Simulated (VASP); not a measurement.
# GaN (rocksalt type) in VASP: notebook

GaN (rocksalt type) is run at these levels: PBE; tasks: single point, relaxation of cell and atoms.

Everything below comes from runs of VASP 6.6.1. Logs are shortened: lines on timing, memory, paths and dates and some standing lists are left out, and cuts for length are marked.

**1. The cell of the first run**

The structure is tetragonal, space group I4/mmm (No. 139). Conventional cell: a = 2.928 Å, b = 2.928 Å, c = 4.268 Å, α = 90.00°, β = 90.00°, γ = 90.00°. Ga (site symmetry 4/mmm) has 6 N at 2.07 to 2.13 Å within 2.7 Å. N (site symmetry 4/mmm) has 6 Ga at 2.07 to 2.13 Å within 2.7 Å.

**2. Single point, PBE (x and y stretched by -3 %, z held)**

The input, INCAR:

```
PREC = Accurate
ENCUT = 520
EDIFF = 1E-6
ISMEAR = -1
SIGMA = 0.05
LREAL = False
LASPH = True
NELM = 60
ALGO = Normal
ISIF = 2
LWAVE = False
LCHARG = False
GGA = PE
NBANDS = 16
```

The input, KPOINTS:

```
regular mesh
0
Gamma
  13 13 13
```

The input, POSCAR:

```
GaN
1.0
    0.0000000000      2.0700981178      2.1341217709
    2.0700981178      0.0000000000      2.1341217709
    2.0700981178      2.0700981178      0.0000000000
Ga N
1 1
Direct
    0.0000000000      0.0000000000      0.0000000000
    0.5000000000      0.5000000000      0.5000000000
```

Potentials or basis: VASP PAW PBE potentials, release 64 (Ga_d, N).

On the command line:

```
$ cat potpaw_PBE.64/Ga_d/POTCAR potpaw_PBE.64/N/POTCAR > POTCAR
$ mpirun -np 1 vasp_std > vasp.out
```

OUTCAR:

```text
PREC = Accurate
   ENCUT = 520
   EDIFF = 1E-6
   ISMEAR = -1
   LREAL = False
   LASPH = True
   NELM = 60
   ISIF = 2
   GGA = PE

 ion  position               nearest neighbor table
   1  0.000  0.000  0.000-   2 2.07   2 2.07   2 2.07   2 2.07   2 2.13   2 2.13
   2  0.500  0.500  0.500-   1 2.07   1 2.07   1 2.07   1 2.07   1 2.13   1 2.13

  LATTYP: Found a body centered tetragonal cell.
 ALAT       =     2.9275608336
 C/A-ratio  =     1.4579521261

  Lattice vectors:

 A1 = (  -2.0700981178,   0.0000000000,   2.1341217709)
 A2 = (   2.0700981178,   0.0000000000,   2.1341217709)
 A3 = (   0.0000000000,   2.0700981178,  -2.1341217709)

Analysis of symmetry for initial positions (statically):
=====================================================================
 Subroutine PRICEL returns:
 Original cell was already a primitive cell.

 Routine SETGRP: Setting up the symmetry group for a
 body centered tetragonal supercell.

 Subroutine GETGRP returns: Found 16 space group operations
 (whereof 16 operations were pure point group operations)
 out of a pool of 16 trial point group operations.

The static configuration has the point symmetry D_4h.

Analysis of symmetry for dynamics (positions and initial velocities):
=====================================================================
 Subroutine PRICEL returns:
 Original cell was already a primitive cell.

 Routine SETGRP: Setting up the symmetry group for a
 body centered tetragonal supercell.

 Subroutine GETGRP returns: Found 16 space group operations
 (whereof 16 operations were pure point group operations)
 out of a pool of 16 trial point group operations.

The dynamic configuration has the point symmetry D_4h.

 Subroutine INISYM returns: Found 16 space group operations
 (whereof 16 operations are pure point group operations),
 and found     1 'primitive' translations

----------------------------------------------------------------------------------------

                                     Primitive cell

  volume of cell :      18.2907

  direct lattice vectors                    reciprocal lattice vectors
     0.000000000  2.070098118  2.134121771    -0.241534445  0.241534445  0.234288412
     2.070098118  0.000000000  2.134121771     0.241534445 -0.241534445  0.234288412
     2.070098118  2.070098118  0.000000000     0.241534445  0.241534445 -0.234288412

  length of vectors
     2.973177080  2.973177080  2.927560834     0.414208687  0.414208687  0.414208687

  position of ions in fractional coordinates (direct lattice)
     0.000000000  0.000000000  0.000000000
     0.500000000  0.500000000  0.500000000

  ion indices of the primitive-cell ions
   primitive index   ion index
                 1           1
                 2           2

----------------------------------------------------------------------------------------

 KPOINTS: regular mesh

Automatic generation of k-mesh.
 Grid dimensions read from file:
 generate k-points for:   13   13   13

 Generating k-lattice:

  Cartesian coordinates                     Fractional coordinates (reciprocal lattice)
    -0.018579573  0.018579573  0.018022186     0.076923077  0.000000000  0.000000000
     0.018579573 -0.018579573  0.018022186     0.000000000  0.076923077  0.000000000
     0.018579573  0.018579573 -0.018022186     0.000000000  0.000000000  0.076923077

  Length of vectors
     0.031862207  0.031862207  0.031862207

  Shift w.r.t. Gamma in fractional coordinates (k-lattice)
     0.000000000  0.000000000  0.000000000

 Subroutine IBZKPT returns following result:
 ===========================================

 Found    196 irreducible k-points:

 Following reciprocal coordinates:
            Coordinates               Weight
  0.000000  0.000000  0.000000      1.000000
  0.076923 -0.000000  0.000000      8.000000
  0.153846  0.000000  0.000000      8.000000
  0.230769 -0.000000  0.000000      8.000000
  0.307692  0.000000  0.000000      8.000000
  0.384615  0.000000  0.000000      8.000000
[... 16 lines left out ...]
  0.384615  0.153846  0.000000      8.000000
  0.461538  0.153846  0.000000      8.000000
 [... further k-points ...]
   k-points           NKPTS =    196   k-points in BZ     NKDIM =    196   number of bands    NBANDS=     16
   number of dos      NEDOS =    301   number of ions     NIONS =      2
   total plane-waves  NPLWV =  13824
   dimension x,y,z NGX =    24 NGY =   24 NGZ =   24
   dimension x,y,z NGXF=    48 NGYF=   48 NGZF=   48
   ions per type =               1   1
   NGX,Y,Z   is equivalent  to a cutoff of  13.42, 13.42, 13.63 a.u.
   NGXF,Y,Z  is equivalent  to a cutoff of  26.84, 26.84, 27.26 a.u.
 SYSTEM =  unknown system
   PREC   = accura    normal or accurate (medium, high low for compatibility)
   ISTART =      0    job   : 0-new  1-cont  2-samecut
   ICHARG =      2    charge: 1-file 2-atom 10-const
   ISPIN  =      1    spin polarized calculation?
   LNONCOLLINEAR =      F non collinear calculations
   LSORBIT =      F    spin-orbit coupling
   LASPH  =      T    aspherical Exc in radial PAW
   ENCUT  =  520.0 eV  38.22 Ry    6.18 a.u.   5.53  5.53  5.44*2*pi/ulx,y,z
   NELM   =     60;   NELMIN=  2; NELMDL= -5     # of ELM steps
   EDIFF  = 0.1E-05   stopping-criterion for ELM
   LREAL  =      F    real-space projection
   EDIFFG = 0.1E-04   stopping-criterion for IOM
   NSW    =      0    number of steps for IOM
   IBRION =     -1    ionic relax: 0-MD 1-quasi-New 2-CG
   NFREE  =      0    steps in history (QN), initial steepest desc. (CG)
   ISIF   =      2    stress and relaxation
   ISYM   =      2    0-nonsym 1-usesym 2-fastsym
   POTIM  = 0.5000    time-step for ionic-motion
   TEBEG  =    0.0;   TEEND  =   0.0 temperature during run
   PSTRESS=    0.0 pullay stress
   NELECT =      18.0000    total number of electrons
   NUPDOWN=      -1.0000    fix difference up-down
   EMIN   =  10.00;   EMAX   =-10.00  energy-range for DOS
   EFERMI =   0.00;   METHOD = LEGACY
   ISMEAR =    -1;   SIGMA  =   0.05  broadening in eV -4-tet -1-fermi 0-gaus
   EFERMI_NEDOS =   21; number of points for ismear=-14 and -15
   IALGO  =     38    algorithm
   IMIX   =      4    mixing-type and parameters
     AMIX     =   0.40;   BMIX     =  1.00
     AMIX_MAG =   1.60;   BMIX_MAG =  1.00
  volume/ion in A,a.u.               =       9.15        61.72
  Fermi-wavevector in a.u.,A,eV,Ry     =   1.628378  3.077189 36.077426  2.651616
  Thomas-Fermi vector in A             =   2.721019
   LORBIT       =      0    0 simple, 1 ext, 2 COOP (PROOUT), +10 PAW based schemes
   GGA     = PE    functional components
   LHFCALC =     F    Hartree Fock is set to
   AEXX    =    0.0000 exact exchange contribution
   IVDW    =     0    specifies the selected vdW correction
   LEPSILON=     F    determine dielectric tensor
   LRPA    =     F    only Hartree local field effects (RPA)
 non-spin polarized calculation
  energy-cutoff  :      520.00
  volume of cell :       18.29
 maximum number of plane-waves:       531
 NGX is ok and might be reduce to    24
   NGX = 11   NGY = 11   NGZ = 11

 number of electron      18.0000001 magnetization

 Free energy of the ion-electron system (eV)
  ---------------------------------------------------
  ext. energy  EPLUGINS =         0.00000000
  ---------------------------------------------------
  free energy    TOTEN  =       -11.14171391 eV

  energy without entropy =      -11.14171033  energy(sigma->0) =      -11.14171212

 E-fermi :   8.7693     XC(G=0): -13.2588

 val. band max:        8.3466976451   @ k =  -0.2308   0.1538   0.0000
 cond. band min:       9.1119735384   @ k =   0.4615   0.0000   0.4615
 fundamental gap:      0.7652758933
 Fermi energy:         8.7692833817

 k-point     1 :       0.0000    0.0000    0.0000
  band No.  band energies     occupation
      1      -9.3335      2.00000
      2      -5.6935      2.00000
      3      -5.6745      2.00000
      4      -5.6745      2.00000
      5      -5.5997      2.00000
      6      -5.5560      2.00000
[... 8 lines left out ...]
     15      24.5120      0.00000
     16      25.0286      0.00000

 k-point     2 :       0.0769   -0.0000    0.0000
  band No.  band energies     occupation
      1      -9.2141      2.00000
      2      -5.6917      2.00000
      3      -5.6750      2.00000
      4      -5.6671      2.00000
      5      -5.6069      2.00000
      6      -5.5677      2.00000
[... 8 lines left out ...]
     15      24.7757      0.00000
     16      24.7852      0.00000

 k-point     3 :       0.1538    0.0000    0.0000
  band No.  band energies     occupation
      1      -8.8626      2.00000
      2      -5.7022      2.00000
      3      -5.6869      2.00000
      4      -5.6640      2.00000
      5      -5.6008      2.00000
      6      -5.5825      2.00000
[... 8 lines left out ...]
     15      25.0347      0.00000
     16      25.1117      0.00000

 k-point     4 :       0.2308   -0.0000    0.0000
  band No.  band energies     occupation
      1      -8.3020      2.00000
      2      -5.7351      2.00000
      3      -5.7215      2.00000
      4      -5.7061      2.00000
      5      -5.5563      2.00000
      6      -5.5560      2.00000
[... 8 lines left out ...]
     15      26.1202      0.00000
     16      26.1317      0.00000
[... 324 lines left out ...]
 k-point    22 :       0.3077    0.1538    0.0000
  band No.  band energies     occupation
      1      -7.9414      2.00000
      2      -5.7650      2.00000
      3      -5.6883      2.00000
      4      -5.6403      2.00000
      5      -5.4841      2.00000
      6      -5.4451      2.00000
[... 8 lines left out ...]
     15      28.5768      0.00000
     16      29.9552      0.00000

 k-point    23 :       0.3846    0.1538    0.0000
  band No.  band energies     occupation
      1      -7.4033      2.00000
      2      -5.7919      2.00000
      3      -5.6924      2.00000
      4      -5.6725      2.00000
      5      -5.4508      2.00000
      6      -5.2368      2.00000
[... 8 lines left out ...]
     15      28.8033      0.00000
     16      31.2015      0.00000

 k-point    24 :       0.4615    0.1538    0.0000
  band No.  band energies     occupation
      1      -6.9627      2.00000
      2      -5.8235      2.00000
      3      -5.7465      2.00000
      4      -5.6412      2.00000
      5      -5.4340      2.00000
      6      -4.9354      2.00000
[... 8 lines left out ...]
     15      29.1528      0.00000
     16      32.4500      0.00000

 [... further k-points ...]
[... 5 lines left out ...]
  --------------------------------------------------------------------------------------
  -------------------------------------------------------------------------------------
  Total        2.0975815      2.0975815      1.2741916      0.0000000      0.0000000     -0.0000000
  in kB      183.7377436    183.7377436    111.6128677      0.0000000      0.0000000     -0.0000000
  external PRESSURE =     159.6961183 kB  Pullay stress =       0.0000000 kB

 VOLUME and BASIS-vectors are now :
 -----------------------------------------------------------------------------
  energy-cutoff  :      520.00
  volume of cell :       18.29
      direct lattice vectors                 reciprocal lattice vectors
     0.000000000  2.070098118  2.134121771    -0.241534445  0.241534445  0.234288412
     2.070098118  0.000000000  2.134121771     0.241534445 -0.241534445  0.234288412
     2.070098118  2.070098118  0.000000000     0.241534445  0.241534445 -0.234288412

 POSITION                                       TOTAL-FORCE (eV/Angst)
 -----------------------------------------------------------------------------------
      0.00000      0.00000      0.00000        -0.000000      0.000000      0.000000
      2.07010      2.07010      2.13412         0.000000     -0.000000     -0.000000
 -----------------------------------------------------------------------------------
    total drift:                                0.000000     -0.000000     -0.000000

  FREE ENERGIE OF THE ION-ELECTRON SYSTEM (eV)
  ---------------------------------------------------
  free  energy   TOTEN  =       -11.1417139138 eV

  energy  without entropy=      -11.1417103278  energy(sigma->0) =      -11.14171212
```

Wall time 18 s (1 thread of Intel Xeon 6975P-C (Granite Rapids), shared host); peak memory 0.18 GiB.

Results:

| Property | Result |
| --- | --- |
| Free energy | -11.1417 eV |
| Pressure | 16.0 GPa |
| Band gap on the k mesh | 0.77 eV, indirect (least direct gap 2.99 eV) |

Stress tensor (GPa, compression positive):
```
18.37  0.00  0.00
 0.00 18.37  0.00
 0.00  0.00 11.16
```

Caveat: the cell differs from its parent crystal (x and y stretched by -3 %, z held).

**3. Relaxation of cell and atoms, PBE**

This run uses another cell than the first one, of 11.12 Å³/atom, 1.216 times its volume.

The input, INCAR:

```
SYSTEM = GaN
ALGO     = Normal         ! electronic algorithm
EDIFF    = 1E-6           ! SCF threshold, eV
EDIFFG   = -0.005         ! ionic threshold
ENCUT    = 600            ! plane-wave cutoff, eV
GGA      = PE             ! functional
IBRION   = 2              ! ionic algorithm
ISIF     = 3              ! what is computed and relaxed
ISMEAR   = -1             ! smearing method
LASPH    = .True.         ! aspherical terms in the spheres
LCHARG   = .False.        ! write CHGCAR
LREAL    = .False.        ! projectors in reciprocal space
LWAVE    = .False.        ! write WAVECAR
NELM     = 80             ! most SCF steps
NSW      = 100            ! ionic steps
PREC     = Accurate       ! precision mode
SIGMA    = 0.05           ! smearing width, eV
```

The input, KPOINTS:

```
k-points
0
Gamma
  13 13 13
  0 0 0
```

The input, POSCAR:

```
GaN
1.0
    0.0000000000      2.2322827293      2.2322827293
    2.2322827293      0.0000000000      2.2322827293
    2.2322827293      2.2322827293      0.0000000000
Ga N
1 1
Direct
    0.0000000000      0.0000000000      0.0000000000
    0.5000000000      0.5000000000      0.5000000000
```

Potentials or basis: VASP PAW PBE potentials, release 64 (Ga_d, N).

On the command line:

```
$ cat potpaw_PBE.64/Ga_d/POTCAR potpaw_PBE.64/N/POTCAR > POTCAR
$ mpirun -np 1 vasp_std > vasp.out
```

OUTCAR:

```text
SYSTEM = GaN
   EDIFF = 1E-6
   EDIFFG = -0.005
   ENCUT = 600
   GGA = PE
   IBRION = 2
   ISIF = 3
   ISMEAR = -1
   LASPH = .True.
   LREAL = .False.
   NELM = 80
   NSW = 100
   PREC = Accurate

 ion  position               nearest neighbor table
   1  0.000  0.000  0.000-   2 2.23   2 2.23   2 2.23   2 2.23   2 2.23   2 2.23
   2  0.500  0.500  0.500-   1 2.23   1 2.23   1 2.23   1 2.23   1 2.23   1 2.23

  LATTYP: Found a face centered cubic cell.
 ALAT       =     4.4645654586

  Lattice vectors:

 A1 = (   0.0000000000,   2.2322827293,   2.2322827293)
 A2 = (   2.2322827293,   0.0000000000,   2.2322827293)
 A3 = (   2.2322827293,   2.2322827293,   0.0000000000)

Analysis of symmetry for initial positions (statically):
=====================================================================
 Subroutine PRICEL returns:
 Original cell was already a primitive cell.

 Routine SETGRP: Setting up the symmetry group for a
 face centered cubic supercell.

 Subroutine GETGRP returns: Found 48 space group operations
 (whereof 48 operations were pure point group operations)
 out of a pool of 48 trial point group operations.

The static configuration has the point symmetry O_h .

[... 170 lines left out ...]
  in kB     -199.7837095   -199.7837095   -199.7837095      0.0000000      0.0000000     -0.0000000
  external PRESSURE =    -199.7837095 kB  Pullay stress =       0.0000000 kB
[... 167 lines left out ...]
--------------------------------------- Ionic step        6  -------------------------------------------

 number of electron      18.0000003 magnetization

 Free energy of the ion-electron system (eV)
  ---------------------------------------------------
  ext. energy  EPLUGINS =         0.00000000
  ---------------------------------------------------
  free energy    TOTEN  =       -11.21373515 eV

  energy without entropy =      -11.21367322  energy(sigma->0) =      -11.21370419

 E-fermi :   7.8039     XC(G=0): -12.8987

 val. band max:        7.4931025321   @ k =  -0.1538   0.1538   0.0000
 cond. band min:       8.0051595047   @ k =   0.4615   0.4615   0.0000
 fundamental gap:      0.5120569726
 Fermi energy:         7.8038894152

 k-point     1 :       0.0000    0.0000    0.0000
  band No.  band energies     occupation
      1      -9.4844      2.00000
      2      -6.4988      2.00000
      3      -6.4988      2.00000
      4      -6.4988      2.00000
      5      -6.4120      2.00000
      6      -6.4120      2.00000
      7       7.0263      2.00000
      8       7.0263      2.00000
      9       7.0263      2.00000
     10       9.3803      0.00000
     11      22.0416      0.00000
     12      22.0416      0.00000
     13      22.0416      0.00000
[... 354 lines left out ...]
  band No.  band energies     occupation
      1      -7.4216      2.00000
      2      -6.6002      2.00000
      3      -6.5527      2.00000
      4      -6.4394      2.00000
      5      -6.2832      2.00000
      6      -5.6618      2.00000
      7       0.3487      2.00000
      8       5.8627      2.00000
      9       6.4463      2.00000
     10      12.7758      0.00000
     11      14.5327      0.00000
     12      17.8954      0.00000
     13      17.9602      0.00000

 [... further k-points ...]
[... 5 lines left out ...]
  --------------------------------------------------------------------------------------
  -------------------------------------------------------------------------------------
  Total        0.0073399      0.0073399      0.0073399      0.0000000      0.0000000     -0.0000000
  in kB        0.6033737      0.6033737      0.6033737      0.0000000      0.0000000     -0.0000000
  external PRESSURE =       0.6033737 kB  Pullay stress =       0.0000000 kB
[... 17 lines left out ...]
  FREE ENERGIE OF THE ION-ELECTRON SYSTEM (eV)
  ---------------------------------------------------
  free  energy   TOTEN  =       -11.2137351524 eV

  energy  without entropy=      -11.2136732245  energy(sigma->0) =      -11.21370419

 reached required accuracy - stopping structural energy minimisation
```

Wall time 51 s (1 thread of Intel Xeon 6975P-C (Granite Rapids), shared host); peak memory 0.18 GiB.

What came out:

- Free energy: -11.2137 eV
- Relaxed volume: 9.75 Å³/atom
- Relaxed cell: a = 3.021 Å, b = 3.021 Å, c = 3.021 Å, α = 60.00°, β = 60.00°, γ = 60.00°
- Space group after relaxing (to 0.05 Å): Fm-3m (No. 225)
- Energy gained by relaxing: 98.0 meV/atom
- Ionic steps: 6
- Pressure after relaxing: 0.1 GPa
- Band gap on the k mesh: 0.51 eV, indirect (least direct gap 2.35 eV)

Step by step:
```tsv
step	energy change (eV)	largest force (eV/Å)	pressure (GPa)	volume (Å³)
1	0.0000	0.0000	-19.98	22.25
2	-0.1185	0.0000	18.63	18.07
3	-0.1959	0.0000	-0.15	19.51
4	-0.1959	0.0000	0.48	19.45
5	-0.1958	0.0000	-0.59	19.53
6	-0.1959	0.0000	0.06	19.49
```

Final structure:
```xyz
2
Lattice="0.0000 2.1360 2.1360 2.1360 0.0000 2.1360 2.1360 2.1360 0.0000" Properties=species:S:1:pos:R:3 pbc="T T T"
Ga    2.1360    2.1360    0.0000
N     2.1360    2.1360    2.1360
```
